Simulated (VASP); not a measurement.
# Ir (P6_3/mmc) in VASP: a series of runs, part 2 of 2

VASP 6.6.1.

**4. Single point, PBEsol, collinear spin (14.11 Å³/atom)**

INCAR

```
SYSTEM = Ir
ALGO     = Fast           ! electronic algorithm
EDIFF    = 1E-7           ! SCF threshold, eV
ENCUT    = 520            ! plane-wave cutoff, eV
GGA      = PS             ! functional
ISIF     = 2              ! what is computed and relaxed
ISMEAR   = 0              ! smearing method
ISPIN    = 2              ! spin polarisation
LASPH    = .TRUE.         ! aspherical terms in the spheres
LCHARG   = .FALSE.        ! write CHGCAR
LMAXMIX  = 4              ! l up to which the mixer works
LORBIT   = 11             ! projections on sites
LREAL    = .FALSE.        ! projectors in reciprocal space
LWAVE    = .FALSE.        ! write WAVECAR
MAGMOM   = 0.1 0.1        ! initial moments
NBANDS   = 20             ! bands
NELM     = 150            ! most SCF steps
NUPDOWN  = 0.2            ! fixed moment
PREC     = Accurate       ! precision mode
SIGMA    = 0.15           ! smearing width, eV
```

KPOINTS

```
k-points
0
G
  21 21 12
  0 0 0
```

POSCAR

```
Ir
1.0
    2.7188340441      0.0000000000      0.0000000000
   -1.3594170221      2.3545793509      0.0000000000
    0.0000000000      0.0000000000      4.4080676386
Ir
2
Direct
    0.6666666667      0.3333333333      0.7500000000
    0.3333333333      0.6666666667      0.2500000000
```

Potentials or basis: VASP PAW PBE potentials, release 64 (Ir).

The run is started by

```
> cat potpaw_PBE.64/Ir/POTCAR > POTCAR
> mpirun -np 1 vasp_std > vasp.out
```

OUTCAR:

```text
SYSTEM = Ir
   EDIFF = 1E-7
   ENCUT = 520
   GGA = PS
   ISIF = 2
   ISMEAR = 0
   ISPIN = 2
   LASPH = .TRUE.
   LORBIT = 11
   LREAL = .FALSE.
   NELM = 150
   NUPDOWN = 0.2
   PREC = Accurate

 ion  position               nearest neighbor table
   1  0.667  0.333  0.750-   2 2.71   2 2.71   2 2.71   2 2.71   2 2.71   2 2.71
   2  0.333  0.667  0.250-   1 2.71   1 2.71   1 2.71   1 2.71   1 2.71   1 2.71

  LATTYP: Found a hexagonal cell.
 ALAT       =     2.7188340441
 C/A-ratio  =     1.6213080928

  Lattice vectors:

 A1 = (   2.7188340441,   0.0000000000,   0.0000000000)
 A2 = (  -1.3594170221,   2.3545793509,   0.0000000000)
 A3 = (   0.0000000000,   0.0000000000,   4.4080676386)

Analysis of symmetry for initial positions (statically):
=====================================================================
 Subroutine PRICEL returns:
 Original cell was already a primitive cell.

 Routine SETGRP: Setting up the symmetry group for a
 hexagonal supercell.

 Subroutine GETGRP returns: Found 24 space group operations
 (whereof 12 operations were pure point group operations)
 out of a pool of 24 trial point group operations.

The static configuration has the point symmetry D_3d.
 The point group associated with its full space group is D_6h.

Analysis of symmetry for dynamics (positions and initial velocities):
=====================================================================
 Subroutine PRICEL returns:
 Original cell was already a primitive cell.

 Routine SETGRP: Setting up the symmetry group for a
 hexagonal supercell.

 Subroutine GETGRP returns: Found 24 space group operations
 (whereof 12 operations were pure point group operations)
 out of a pool of 24 trial point group operations.

The dynamic configuration has the point symmetry D_3d.
 The point group associated with its full space group is D_6h.

Analysis of structural, dynamic, and magnetic symmetry:
=====================================================================
 Subroutine PRICEL returns:
 Original cell was already a primitive cell.

 Routine SETGRP: Setting up the symmetry group for a
 hexagonal supercell.

 Subroutine GETGRP returns: Found 24 space group operations
 (whereof 12 operations were pure point group operations)
 out of a pool of 24 trial point group operations.

The overall configuration has the point symmetry D_3d.
 The point group associated with its full space group is D_6h.

 Subroutine INISYM returns: Found 24 space group operations
 (whereof 12 operations are pure point group operations),
 and found     1 'primitive' translations

----------------------------------------------------------------------------------------

                                     Primitive cell

  volume of cell :      28.2192

  direct lattice vectors                    reciprocal lattice vectors
     2.718834044  0.000000000  0.000000000     0.367804722  0.212352155  0.000000000
    -1.359417022  2.354579351  0.000000000     0.000000000  0.424704311  0.000000000
     0.000000000  0.000000000  4.408067639     0.000000000  0.000000000  0.226856773

  length of vectors
     2.718834044  2.718834044  4.408067639     0.424704311  0.424704311  0.226856773

  position of ions in fractional coordinates (direct lattice)
     0.666666667  0.333333333  0.750000000
     0.333333333  0.666666667  0.250000000

  ion indices of the primitive-cell ions
[... 69 lines left out ...]
   ISPIN  =      2    spin polarized calculation?
   LNONCOLLINEAR =      F non collinear calculations
   LSORBIT =      F    spin-orbit coupling
   LASPH  =      T    aspherical Exc in radial PAW
   ENCUT  =  520.0 eV  38.22 Ry    6.18 a.u.   5.06  5.06  8.20*2*pi/ulx,y,z
   NELM   =    150;   NELMIN=  2; NELMDL= -5     # of ELM steps
   EDIFF  = 0.1E-06   stopping-criterion for ELM
   LREAL  =      F    real-space projection
   EDIFFG = 0.1E-05   stopping-criterion for IOM
   NSW    =      0    number of steps for IOM
   IBRION =     -1    ionic relax: 0-MD 1-quasi-New 2-CG
   NFREE  =      0    steps in history (QN), initial steepest desc. (CG)
   ISIF   =      2    stress and relaxation
   ISYM   =      2    0-nonsym 1-usesym 2-fastsym
   POTIM  = 0.5000    time-step for ionic-motion
   TEBEG  =    0.0;   TEEND  =   0.0 temperature during run
   PSTRESS=    0.0 pullay stress
   NELECT =      18.0000    total number of electrons
   NUPDOWN=       0.2000    fix difference up-down
   EMIN   =  10.00;   EMAX   =-10.00  energy-range for DOS
   EFERMI =   0.00;   METHOD = LEGACY
   ISMEAR =     0;   SIGMA  =   0.15  broadening in eV -4-tet -1-fermi 0-gaus
   EFERMI_NEDOS =   21; number of points for ismear=-14 and -15
   IALGO  =     68    algorithm
   IMIX   =      4    mixing-type and parameters
     AMIX     =   0.40;   BMIX     =  1.00
     AMIX_MAG =   1.60;   BMIX_MAG =  1.00
  volume/ion in A,a.u.               =      14.11        95.22
  Fermi-wavevector in a.u.,A,eV,Ry     =   1.409238  2.663073 27.020501  1.985951
  Thomas-Fermi vector in A             =   2.531314
   LORBIT       =     11    0 simple, 1 ext, 2 COOP (PROOUT), +10 PAW based schemes
   GGA     = PS    functional components
   LHFCALC =     F    Hartree Fock is set to
   AEXX    =    0.0000 exact exchange contribution
   IVDW    =     0    specifies the selected vdW correction
   LEPSILON=     F    determine dielectric tensor
   LRPA    =     F    only Hartree local field effects (RPA)
 spin polarized calculation
 RMM-DIIS sequential band-by-band and
 Gauss-broadening in eV      SIGMA  =   0.15
  energy-cutoff  :      520.00
  volume of cell :       28.22
 maximum number of plane-waves:       780
   NGX = 11   NGY = 11   NGZ = 17

 number of electron      18.0000000 magnetization       0.2000000

 Free energy of the ion-electron system (eV)
  ---------------------------------------------------
  ext. energy  EPLUGINS =         0.00000000
  ---------------------------------------------------
  free energy    TOTEN  =       -19.49156818 eV

  energy without entropy =      -19.46596856  energy(sigma->0) =      -19.47876837

 E-fermi :  10.3681     XC(G=0): -14.1165

 val. band max:       10.4789678606   @ k =   0.3810   0.2381   0.3333
 cond. band min:      10.3715031487   @ k =   0.3810   0.1905   0.0833
 fundamental gap:     -0.1074647119
 Fermi energy:        10.4792539557

 spin component 1

 k-point     1 :       0.0000    0.0000    0.0000
  band No.  band energies     occupation
      1      -0.9396      1.00000
      2       2.1226      1.00000
      3       6.3956      1.00000
      4       6.4970      1.00000
      5       6.4970      1.00000
      6       7.1646      1.00000
[... 541 lines left out ...]
     19      31.3881      0.00000
     20      33.3945      0.00000

 [... further k-points ...]

 spin component 2

 k-point     1 :       0.0000    0.0000    0.0000
  band No.  band energies     occupation
      1      -0.9149      1.00000
      2       2.1671      1.00000
      3       6.4600      1.00000
      4       6.5583      1.00000
      5       6.5583      1.00000
      6       7.2277      1.00000
[... 541 lines left out ...]
     19      31.4149      0.00000
     20      33.4287      0.00000

 [... further k-points ...]

------------------------ aborting loop because EDIFF is reached ----------------------------------------

  FORCE on cell =-STRESS in cart. coord.  units (eV):
  Direction    XX          YY          ZZ          XY          YZ          ZX
  --------------------------------------------------------------------------------------
  -------------------------------------------------------------------------------------
  Total        0.1911184      0.1911184      0.2487883     -0.0000000      0.0000000      0.0000000
  in kB       10.8509777     10.8509777     14.1252565     -0.0000000      0.0000000      0.0000000
  external PRESSURE =      11.9424040 kB  Pullay stress =       0.0000000 kB

 VOLUME and BASIS-vectors are now :
 -----------------------------------------------------------------------------
  energy-cutoff  :      520.00
  volume of cell :       28.22
      direct lattice vectors                 reciprocal lattice vectors
     2.718834044  0.000000000  0.000000000     0.367804722  0.212352155  0.000000000
    -1.359417022  2.354579351  0.000000000     0.000000000  0.424704311  0.000000000
     0.000000000  0.000000000  4.408067639     0.000000000  0.000000000  0.226856773

 POSITION                                       TOTAL-FORCE (eV/Angst)
 -----------------------------------------------------------------------------------
      1.35942      0.78486      3.30605         0.000000     -0.000000      0.000000
     -0.00000      1.56972      1.10202        -0.000000      0.000000      0.000000
 -----------------------------------------------------------------------------------
    total drift:                               -0.000000      0.000000     -0.000000

  FREE ENERGIE OF THE ION-ELECTRON SYSTEM (eV)
  ---------------------------------------------------
  free  energy   TOTEN  =       -19.4915681850 eV

  energy  without entropy=      -19.4659685578  energy(sigma->0) =      -19.47876837

 total charge

# of ion       s       p       d       tot
------------------------------------------
    1        0.669   0.748   6.980   8.397
    2        0.669   0.748   6.980   8.397
--------------------------------------------------
tot          1.338   1.496  13.961  16.795

 magnetization (x)

# of ion       s       p       d       tot
------------------------------------------
    1        0.001   0.001   0.096   0.098
    2        0.001   0.001   0.096   0.098
--------------------------------------------------
tot          0.001   0.001   0.193   0.195
```

It took 3.8 min on 1 thread of AMD EPYC 9R45 (Zen 5), shared host; peak memory 0.33 GiB.

What came out:

```
Free energy                                           : -19.4916 eV
Pressure                                              : 1.2 GPa
Net moment                                            : 0.20 μB per cell
Site moments                                          : Ir +0.10 μB
Valence electrons inside the program's atomic spheres : Ir 8.40
```

Caveat: the PAW data sets were made with another functional, which shifts forces and pressure a little; spin-orbit coupling is left out, which moves the levels of the heavy elements; the total moment is fixed, so each spin has its own Fermi level.

**5. The runs side by side**

```csv
fixed moment (μB),pressure (GPa),moment (μB)
1.2,4.2,1.20
1.6,6.7,1.60
0.2,1.2,0.20
```

Alike in all rows: task single point; level PBEsol; potentials or basis VASP PAW PBE potentials, release 64 (Ir); spin collinear; cell as given; k mesh 21 × 21 × 12; cutoff (eV) 520; smearing gaussian 0.15 eV.

Caveats: the PAW data sets were made with another functional, which shifts forces and pressure a little; spin-orbit coupling is left out, which moves the levels of the heavy elements; the total moment is fixed, so each spin has its own Fermi level; the cell stands under pressure (at least some runs).

Total energies depend on the potentials used, so only differences within one code and one set of settings carry meaning.
